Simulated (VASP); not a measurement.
# LiTlSe2 (P-4m2) in VASP: notebook

Runs on LiTlSe2. Level: r2SCAN. Tasks: single point.

Program: VASP 6.6.1. These are calculated values, not measurements. Logs are shortened: lines on timing, memory, paths and dates and some standing lists are left out, and cuts for length are marked.

## 1. The cell of the first run

Symmetry: P-4m2, No. 115, tetragonal system. The conventional cell has a = 4.221 Å, b = 4.221 Å, c = 5.920 Å, α = 90.00°, β = 90.00°, γ = 90.00°. Within 3.3 Å of Li (site symmetry -4m2) lie 4 Se at 2.51 Å. Se (site symmetry 2mm) has 2 Li at 2.51 Å and 2 Tl at 2.65 Å within 3.3 Å. Within 3.5 Å of Tl (site symmetry -4m2) lie 4 Se at 2.65 Å.

## 2. Single point, r2SCAN (26.37 Å³/atom)

POSCAR reads:

```
LiTlSe2
1.0
    4.2208519084      0.0000000000      0.0000000000
    0.0000000000      4.2208519084      0.0000000000
    0.0000000000      0.0000000000      5.9198379814
Li Se Tl
1 2 1
Direct
    0.0000000000      0.0000000000      0.0000000000
    0.0000000000      0.5000000000      0.2292133975
    0.5000000000      0.0000000000      0.7707866025
    0.5000000000      0.5000000000      0.5000000000
```

INCAR.step1 reads:

```
SYSTEM = LiTlSe2
PREC = Accurate
ENCUT = 830
ISMEAR = 0
SIGMA = 0.01
LREAL = .FALSE.
LASPH = .TRUE.
NELM = 120
NBANDS = 22
GGA = PE
ALGO = Normal
EDIFF = 1E-5
LWAVE = .TRUE.
LCHARG = .FALSE.
GGA_COMPAT = .FALSE.
```

INCAR.step2 reads:

```
SYSTEM = LiTlSe2
PREC = Accurate
ENCUT = 830
EDIFF = 1E-6
ISMEAR = 0
SIGMA = 0.01
LREAL = .FALSE.
LASPH = .TRUE.
NELM = 120
ALGO = Normal
ISIF = 2
LWAVE = .FALSE.
LCHARG = .FALSE.
METAGGA = R2SCAN
LMIXTAU = .TRUE.
NBANDS = 22
ISTART = 1
GGA_COMPAT = .FALSE.
```

KPOINTS reads:

```
regular mesh
0
G
  6 6 4
  0 0 0
```

Potentials or basis: VASP PAW PBE potentials, release 64 (Li_sv, Se, Tl_d).

The run is started by

```sh
cat potpaw_PBE.64/Li_sv/POTCAR potpaw_PBE.64/Se/POTCAR potpaw_PBE.64/Tl_d/POTCAR > POTCAR
cp INCAR.step1 INCAR
mpirun -np 1 vasp_std > vasp.out
cp INCAR.step2 INCAR
mpirun -np 1 vasp_std > vasp.out
```

OUTCAR:

```text
SYSTEM = LiTlSe2
   PREC = Accurate
   ENCUT = 830
   EDIFF = 1E-6
   ISMEAR = 0
   LREAL = .FALSE.
   LASPH = .TRUE.
   NELM = 120
   ISIF = 2
   METAGGA = R2SCAN
   ISTART = 1

 ion  position               nearest neighbor table
   1  0.000  0.000  0.000-   2 2.51   3 2.51   2 2.51   3 2.51
   2  0.000  0.500  0.229-   1 2.51   1 2.51   4 2.65   4 2.65
   3  0.500  0.000  0.771-   1 2.51   1 2.51   4 2.65   4 2.65
   4  0.500  0.500  0.500-   2 2.65   3 2.65   3 2.65   2 2.65

  LATTYP: Found a simple tetragonal cell.
 ALAT       =     4.2208519084
 C/A-ratio  =     1.4025220761

  Lattice vectors:

 A1 = (   4.2208519084,   0.0000000000,   0.0000000000)
 A2 = (   0.0000000000,   4.2208519084,   0.0000000000)
 A3 = (   0.0000000000,   0.0000000000,   5.9198379814)

Analysis of symmetry for initial positions (statically):
=====================================================================
 Subroutine PRICEL returns:
 Original cell was already a primitive cell.

 Routine SETGRP: Setting up the symmetry group for a
 simple tetragonal supercell.

 Subroutine GETGRP returns: Found  8 space group operations
 (whereof  8 operations were pure point group operations)
 out of a pool of 16 trial point group operations.

The static configuration has the point symmetry D_2d.

Analysis of symmetry for dynamics (positions and initial velocities):
=====================================================================
 Subroutine PRICEL returns:
 Original cell was already a primitive cell.

 Routine SETGRP: Setting up the symmetry group for a
 simple tetragonal supercell.

 Subroutine GETGRP returns: Found  8 space group operations
 (whereof  8 operations were pure point group operations)
 out of a pool of 16 trial point group operations.

The dynamic configuration has the point symmetry D_2d.

 Subroutine INISYM returns: Found  8 space group operations
 (whereof  8 operations are pure point group operations),
 and found     1 'primitive' translations

----------------------------------------------------------------------------------------

                                     Primitive cell

  volume of cell :     105.4654

  direct lattice vectors                    reciprocal lattice vectors
[... 87 lines left out ...]
   LSORBIT =      F    spin-orbit coupling
   LASPH  =      T    aspherical Exc in radial PAW
   ENCUT  =  830.0 eV  61.00 Ry    7.81 a.u.   9.92  9.92 13.91*2*pi/ulx,y,z
   NELM   =    120;   NELMIN=  2; NELMDL=  0     # of ELM steps
   EDIFF  = 0.1E-05   stopping-criterion for ELM
   LREAL  =      F    real-space projection
   EDIFFG = 0.1E-04   stopping-criterion for IOM
   NSW    =      0    number of steps for IOM
   IBRION =     -1    ionic relax: 0-MD 1-quasi-New 2-CG
   NFREE  =      0    steps in history (QN), initial steepest desc. (CG)
   ISIF   =      2    stress and relaxation
   ISYM   =      2    0-nonsym 1-usesym 2-fastsym
   POTIM  = 0.5000    time-step for ionic-motion
   TEBEG  =    0.0;   TEEND  =   0.0 temperature during run
   PSTRESS=    0.0 pullay stress
   NELECT =      28.0000    total number of electrons
   NUPDOWN=      -1.0000    fix difference up-down
   EMIN   =  10.00;   EMAX   =-10.00  energy-range for DOS
   EFERMI =   0.00;   METHOD = LEGACY
   ISMEAR =     0;   SIGMA  =   0.01  broadening in eV -4-tet -1-fermi 0-gaus
   EFERMI_NEDOS =   21; number of points for ismear=-14 and -15
   IALGO  =     38    algorithm
   IMIX   =      4    mixing-type and parameters
     AMIX     =   0.40;   BMIX     =  1.00
     AMIX_MAG =   1.60;   BMIX_MAG =  1.00
  volume/ion in A,a.u.               =      26.37       177.93
  Fermi-wavevector in a.u.,A,eV,Ry     =   1.052182  1.988335 15.062830  1.107087
  Thomas-Fermi vector in A             =   2.187254
   LORBIT       =      0    0 simple, 1 ext, 2 COOP (PROOUT), +10 PAW based schemes
   METAGGA = R2SCAN    functional components
   LHFCALC =     F    Hartree Fock is set to
   AEXX    =    0.0000 exact exchange contribution
   IVDW    =     0    specifies the selected vdW correction
   LEPSILON=     F    determine dielectric tensor
   LRPA    =     F    only Hartree local field effects (RPA)
 non-spin polarized calculation
 Gauss-broadening in eV      SIGMA  =   0.01
  energy-cutoff  :      830.00
  volume of cell :      105.47
 maximum number of plane-waves:      5744
 NGX is ok and might be reduce to    40
   NGX = 19   NGY = 19   NGZ = 27

 number of electron      27.9999999 magnetization

 Free energy of the ion-electron system (eV)
  ---------------------------------------------------
  ext. energy  EPLUGINS =         0.00000000
  ---------------------------------------------------
  free energy    TOTEN  =       -87.14894551 eV

  energy without entropy =      -87.14894551  energy(sigma->0) =      -87.14894551

 E-fermi :   1.7590     XC(G=0):  -8.9931

 val. band max:        1.6755842915   @ k =   0.0000   0.0000   0.0000
 cond. band min:       2.4536653117   @ k =   0.0000   0.0000   0.0000
 fundamental gap:      0.7780810201
 Fermi energy:         1.7589629467

 k-point     1 :       0.0000    0.0000    0.0000
  band No.  band energies     occupation
      1     -44.2518      2.00000
      2     -11.3099      2.00000
      3     -10.9777      2.00000
      4      -9.5569      2.00000
      5      -9.5569      2.00000
      6      -9.4134      2.00000
[... 589 lines left out ...]
     21      10.4209      0.00000
     22      10.7208      0.00000

 [... further k-points ...]

------------------------ aborting loop because EDIFF is reached ----------------------------------------

  FORCE on cell =-STRESS in cart. coord.  units (eV):
  Direction    XX          YY          ZZ          XY          YZ          ZX
  --------------------------------------------------------------------------------------
  -------------------------------------------------------------------------------------
  Total        0.8448230      0.8448230      0.9254001      0.0000000      0.0000000      0.0000000
  in kB       12.8341252     12.8341252     14.0582119      0.0000000      0.0000000      0.0000000
  external PRESSURE =      13.2421541 kB  Pullay stress =       0.0000000 kB

 VOLUME and BASIS-vectors are now :
 -----------------------------------------------------------------------------
  energy-cutoff  :      830.00
  volume of cell :      105.47
      direct lattice vectors                 reciprocal lattice vectors
     4.220851908  0.000000000  0.000000000     0.236918997  0.000000000  0.000000000
     0.000000000  4.220851908  0.000000000     0.000000000  0.236918997  0.000000000
     0.000000000  0.000000000  5.919837981     0.000000000  0.000000000  0.168923542

 POSITION                                       TOTAL-FORCE (eV/Angst)
 -----------------------------------------------------------------------------------
      0.00000      0.00000      0.00000         0.000000     -0.000000      0.000000
      0.00000      2.11043      1.35691         0.000000     -0.000000     -0.154317
      2.11043      0.00000      4.56293         0.000000     -0.000000      0.154317
      2.11043      2.11043      2.95992         0.000000      0.000000      0.000000
 -----------------------------------------------------------------------------------
    total drift:                               -0.000000      0.000000      0.000000

  FREE ENERGIE OF THE ION-ELECTRON SYSTEM (eV)
  ---------------------------------------------------
  free  energy   TOTEN  =       -87.1489455064 eV

  energy  without entropy=      -87.1489455064  energy(sigma->0) =      -87.14894551
```

OUTCAR.step1:

```text
SYSTEM = LiTlSe2
   PREC = Accurate
   ENCUT = 830
   ISMEAR = 0
   LREAL = .FALSE.
   LASPH = .TRUE.
   NELM = 120
[... 829 lines left out ...]
      0.00000      2.11043      1.35691         0.000000     -0.000000     -0.347697
      2.11043      0.00000      4.56293        -0.000000     -0.000000      0.347697
      2.11043      2.11043      2.95992         0.000000      0.000000      0.000000
 -----------------------------------------------------------------------------------
    total drift:                               -0.000000      0.000000     -0.000000

  FREE ENERGIE OF THE ION-ELECTRON SYSTEM (eV)
  ---------------------------------------------------
  free  energy   TOTEN  =       -13.5584543725 eV

  energy  without entropy=      -13.5584543725  energy(sigma->0) =      -13.55845437
```

Wall time 4.5 min (1 thread of Intel Xeon Platinum 8488C (Sapphire Rapids), shared host); peak memory 0.41 GiB.

What came out:

```yaml
Free_energy: -87.1489 eV
Pressure: 1.3 GPa
Largest_force: 0.154 eV/Å
Band_gap_on_the_k_mesh: 0.78 eV
```

Forces in eV/Å, atoms in the order of the input:
```
Li   0.000  0.000  0.000
Se   0.000  0.000 -0.154
Se   0.000  0.000  0.154
Tl   0.000  0.000  0.000
```

Stress tensor (GPa, compression positive):
```
1.28 0.00 0.00
0.00 1.28 0.00
0.00 0.00 1.41
```

Caveat: the PAW data sets were made with another functional, which shifts forces and pressure a little; spin-orbit coupling is left out, which moves the levels of the heavy elements. A k mesh can miss the band edges.

## 3. Single point, r2SCAN

This run uses another cell than the first one, of 27.18 Å³/atom.

POSCAR reads:

```
LiTlSe2
1.0
    4.2639248008      0.0000000000      0.0000000000
    0.0000000000      4.2639248008      0.0000000000
    0.0000000000      0.0000000000      5.9802486638
Li Se Tl
1 2 1
Direct
    0.0000000000      0.0000000000      0.0000000000
    0.0000000000      0.5000000000      0.2292133975
    0.5000000000      0.0000000000      0.7707866025
    0.5000000000      0.5000000000      0.5000000000
```

INCAR.step1 reads:

```
SYSTEM = LiTlSe2
PREC = Accurate
ENCUT = 830
ISMEAR = 0
SIGMA = 0.01
LREAL = .False.
LASPH = .True.
NELM = 120
NBANDS = 22
GGA = PE
ALGO = Normal
EDIFF = 1E-5
LWAVE = .True.
LCHARG = .False.
GGA_COMPAT = .False.
```

INCAR.step2 reads:

```
SYSTEM = LiTlSe2
PREC = Accurate
ENCUT = 830
EDIFF = 1E-6
ISMEAR = 0
SIGMA = 0.01
LREAL = .False.
LASPH = .True.
NELM = 120
ALGO = Normal
ISIF = 2
LWAVE = .False.
LCHARG = .False.
METAGGA = R2SCAN
LMIXTAU = .True.
NBANDS = 22
ISTART = 1
GGA_COMPAT = .False.
```

KPOINTS reads:

```
regular mesh
0
Gamma
  6 6 4
  0 0 0
```

Potentials or basis: VASP PAW PBE potentials, release 64 (Li_sv, Se, Tl_d).

The run is started by

```sh
cat potpaw_PBE.64/Li_sv/POTCAR potpaw_PBE.64/Se/POTCAR potpaw_PBE.64/Tl_d/POTCAR > POTCAR
cp INCAR.step1 INCAR
mpirun -np 1 vasp_std > vasp.out
cp INCAR.step2 INCAR
mpirun -np 1 vasp_std > vasp.out
```

Wall time 4.4 min (1 thread of Intel Xeon Platinum 8488C (Sapphire Rapids), shared host); peak memory 0.41 GiB.

Results (log left out):

```
Free energy            : -87.1620 eV
Pressure               : 0.0 GPa
Largest force          : 0.014 eV/Å
Band gap on the k mesh : 0.71 eV
```

Forces in eV/Å, atoms in the order of the input:
```
Li   0.000  0.000  0.000
Se   0.000  0.000 -0.014
Se   0.000  0.000  0.014
Tl   0.000  0.000  0.000
```

Levels at points of the mesh, in eV from the valence-band top:
| k point | band 10 | band 11 | band 12 | band 13 | band 14 | band 15 | band 16 | band 17 | band 18 | band 19 |
| --- | --- | --- | --- | --- | --- | --- | --- | --- | --- | --- |
| (0.00, 0.00, 0.00) | -1.72 | -1.72 | -0.22 | 0.00 | 0.00 | 0.71 | 3.63 | 5.69 | 6.29 | 6.29 |
| (0.50, 0.00, 0.00) | -2.19 | -2.12 | -1.67 | -0.98 | -0.47 | 2.46 | 5.82 | 5.96 | 6.86 | 6.88 |
| (0.50, 0.50, 0.00) | -2.16 | -2.01 | -1.73 | -1.73 | -1.11 | 1.85 | 3.63 | 3.63 | 7.03 | 9.93 |
| (0.00, 0.00, 0.50) | -1.37 | -1.22 | -1.22 | -0.71 | -0.71 | 2.29 | 3.78 | 5.49 | 7.27 | 7.27 |
| (0.50, 0.00, 0.50) | -3.05 | -0.91 | -0.87 | -0.54 | -0.46 | 1.02 | 5.43 | 6.10 | 6.61 | 7.30 |
| (0.50, 0.50, 0.50) | -2.89 | -2.04 | -2.04 | -1.71 | -1.51 | 3.36 | 5.61 | 5.61 | 7.55 | 7.55 |

Caveat: the PAW data sets were made with another functional, which shifts forces and pressure a little; spin-orbit coupling is left out, which moves the levels of the heavy elements. A k mesh can miss the band edges.

## 4. Single point, r2SCAN (28.00 Å³/atom)

This run uses another cell than the first one, of 28.00 Å³/atom.

POSCAR reads:

```
LiTlSe2
1.0
    4.3061446238      0.0000000000      0.0000000000
    0.0000000000      4.3061446238      0.0000000000
    0.0000000000      0.0000000000      6.0394628976
Li Se Tl
1 2 1
Direct
    0.0000000000      0.0000000000      0.0000000000
    0.0000000000      0.5000000000      0.2292133975
    0.5000000000      0.0000000000      0.7707866025
    0.5000000000      0.5000000000      0.5000000000
```

INCAR.step1 reads:

```
PREC     = Accurate       # precision mode
ENCUT    = 830            # plane-wave cutoff, eV
ISMEAR   = 0              # smearing method
SIGMA    = 0.01           # smearing width, eV
LREAL    = False          # projectors in reciprocal space
LASPH    = True           # aspherical terms in the spheres
NELM     = 120            # most SCF steps
NBANDS   = 22             # bands
GGA      = PE             # functional
ALGO     = Normal         # electronic algorithm
EDIFF    = 1E-5           # SCF threshold, eV
LWAVE    = True           # write WAVECAR
LCHARG   = False          # write CHGCAR
GGA_COMPAT= False
```

INCAR.step2 reads:

```
PREC     = Accurate       # precision mode
ENCUT    = 830            # plane-wave cutoff, eV
EDIFF    = 1E-6           # SCF threshold, eV
ISMEAR   = 0              # smearing method
SIGMA    = 0.01           # smearing width, eV
LREAL    = False          # projectors in reciprocal space
LASPH    = True           # aspherical terms in the spheres
NELM     = 120            # most SCF steps
ALGO     = Normal         # electronic algorithm
ISIF     = 2              # what is computed and relaxed
LWAVE    = False          # write WAVECAR
LCHARG   = True           # write CHGCAR
METAGGA  = R2SCAN         # meta-GGA
LMIXTAU  = True         
LELF     = True           # ELF
LVHAR    = True         
NBANDS   = 22             # bands
ISTART   = 1            
GGA_COMPAT= False
```

KPOINTS reads:

```
Automatic mesh
0
Gamma
  6 6 4
```

The run is started by

```sh
cat potpaw_PBE.64/Li_sv/POTCAR potpaw_PBE.64/Se/POTCAR potpaw_PBE.64/Tl_d/POTCAR > POTCAR
cp INCAR.step1 INCAR
mpirun -np 1 vasp_std > vasp.out
cp INCAR.step2 INCAR
mpirun -np 1 vasp_std > vasp.out
```

It took 4.3 min on 1 thread of Intel Xeon Platinum 8488C (Sapphire Rapids), shared host; peak memory 0.43 GiB.

It converged, with:

```
Free energy            : -87.1499 eV
Pressure               : -1.2 GPa
Largest force          : 0.107 eV/Å
Band gap on the k mesh : 0.65 eV
```

Forces on the atoms (eV/Å):
```
Li   0.000  0.000  0.000
Se   0.000  0.000  0.107
Se   0.000  0.000 -0.107
Tl   0.000  0.000  0.000
```

Levels at points of the mesh, in eV from the valence-band top:
```csv
k point,band 11,band 12,band 13,band 14,band 15,band 16,band 17,band 18
"(0.00, 0.00, 0.00)",-1.64,-0.22,0.00,0.00,0.65,3.65,5.67,6.25
"(0.50, 0.00, 0.00)",-2.03,-1.60,-0.94,-0.43,2.35,5.77,5.88,6.80
"(0.50, 0.50, 0.00)",-1.92,-1.65,-1.65,-1.04,1.79,3.66,3.66,7.03
"(0.00, 0.00, 0.50)",-1.16,-1.16,-0.67,-0.67,2.17,3.76,5.51,7.17
"(0.50, 0.00, 0.50)",-0.88,-0.84,-0.51,-0.43,0.96,5.37,6.07,6.55
"(0.50, 0.50, 0.50)",-1.94,-1.94,-1.63,-1.43,3.20,5.56,5.56,7.49
```

Caveat: the PAW data sets were made with another functional, which shifts forces and pressure a little; spin-orbit coupling is left out, which moves the levels of the heavy elements.

(Continued in part 2 of 2.)
